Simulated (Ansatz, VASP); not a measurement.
**Two plane-wave programs on Pd**

INCAR

```
PREC = Accurate ; ENCUT = 520
EDIFF = 1E-7 ; ISMEAR = 0
SIGMA = 0.15 ; LREAL = False
LASPH = True ; NELM = 60
ALGO = Fast ; ISIF = 2
LWAVE = False ; LCHARG = False
GGA = PS ; NBANDS = 11
```

Contents of KPOINTS:

```
Automatic mesh
0
Gamma
  20 20 20
```

The input POSCAR:

```
Pd
1.0
   -0.0486225000      1.9449000000      1.9449000000
    1.9449000000     -0.0486225000      1.9449000000
    1.8962775000      1.8962775000      0.0000000000
Pd
1
Direct
    0.0000000000      0.0000000000      0.0000000000
```

Input for Ansatz:

```yaml
crystal:
  lattice:
    - [-0.0486225, 1.9449, 1.9449]
    - [1.9449, -0.0486225, 1.9449]
    - [1.8962775, 1.8962775, 0.0]
  atoms:
    - { symbol: Pd, position: [0.0, 0.0, 0.0] }
basis:
  ecutwfc: 420
kpoints:
  mp_grid: { grid: [20, 20, 20] }
hamiltonian:
  xc: pbesol
scf:
  occupations: { method: gaussian, width: 0.15 }
output:
  forces: true
  stress: true
  eigenvalues: true
```

Change from the starting cell: strain -0.0500 x Voigt [0, 0, 0, 0, 0, 1], atoms carried along.

Alike in both runs: task single point; functional PBEsol; k mesh 20 × 20 × 20; occupations gaussian, width 0.15 eV; no spin polarisation.

|  | VASP | Ansatz |
| --- | --- | --- |
| version | VASP 6.6.1 | Ansatz 0.2.0 |
| potentials or method | VASP PAW PBE potentials, release 64 (Pd), cutoff 520 eV | scalar-relativistic, plane waves, PAW |
| valence electrons in the cell | 10 | 18 |

```csv
,VASP,Ansatz,Ansatz less VASP
gap on the k mesh at the Fermi level (eV),none,none,-
pressure (GPa),-2.0,-1.7,+0.33
"traceless stress, the component that is largest in VASP (GPa)",3.96,3.98,+0.016
```

VASP's potentials were made for PBE, not for PBEsol. A gap of «none» marks a metal or a gap that the smearing closes. The functional is the same, so the differences come from potentials, cutoffs and numerics. VASP's potentials hold 10 valence electrons a cell and Ansatz's 18, so a difference there can come from the potentials and not from the codes.
